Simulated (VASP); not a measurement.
TlNiF3:

```xyz
5
Lattice="4.0874 0.0000 0.0000 0.0000 4.0874 0.0000 0.0000 0.0000 4.0874" Properties=species:S:1:pos:R:3 pbc="T T T"
Tl    2.0437    2.0437    2.0437
Ni    0.0000    0.0000    0.0000
F     2.0437    0.0000    0.0000
F     0.0000    2.0437    0.0000
F     0.0000    0.0000    2.0437
```

- Program: VASP 6.6.1
- Task: relaxation of cell and atoms
- Functional: LDA
- Potentials or basis: VASP PAW LDA potentials, release 64 (Tl_d, Ni, F)
- Cutoff: 600 eV
- k mesh: 4 × 4 × 4
- Occupations: gaussian, width 0.05 eV
- Spin: collinear spin, ferromagnetic start
- Starting moments: [0.0, 1.5, 0.0, 0.0, 0.0] μB

At the start: pressure -7.1 GPa; volume 13.66 Å³/atom.

Question: How do energy, volume and symmetry change on relaxing?

Answer: Over 3 steps the energy falls by 24.8 meV/atom and the volume is 12.62 Å³/atom (-7.6 %); space group Pm-3m (No. 221, to 0.1 Å) before and after; moment 1.66 μB per cell.

The path:
```tsv
step	energy change (eV)	largest force (eV/Å)	pressure (GPa)	volume (Å³)
1	0.0000	0.0000	-7.09	68.29
2	-0.1217	0.0000	1.12	62.49
3	-0.1239	0.0000	0.00	63.10
```

Final structure:
```xyz
5
Lattice="3.9812 0.0000 0.0000 0.0000 3.9812 0.0000 0.0000 0.0000 3.9812" Properties=species:S:1:pos:R:3 pbc="T T T"
Tl    1.9906    1.9906    1.9906
Ni    0.0000    0.0000    0.0000
F     1.9906    0.0000    0.0000
F     0.0000    1.9906    0.0000
F     0.0000    0.0000    1.9906
```

Caveat: the k points lie up to 0.39 Å⁻¹ apart in the final cell; a cell with one magnetic atom can't hold antiferromagnetic order, which such compounds often take.
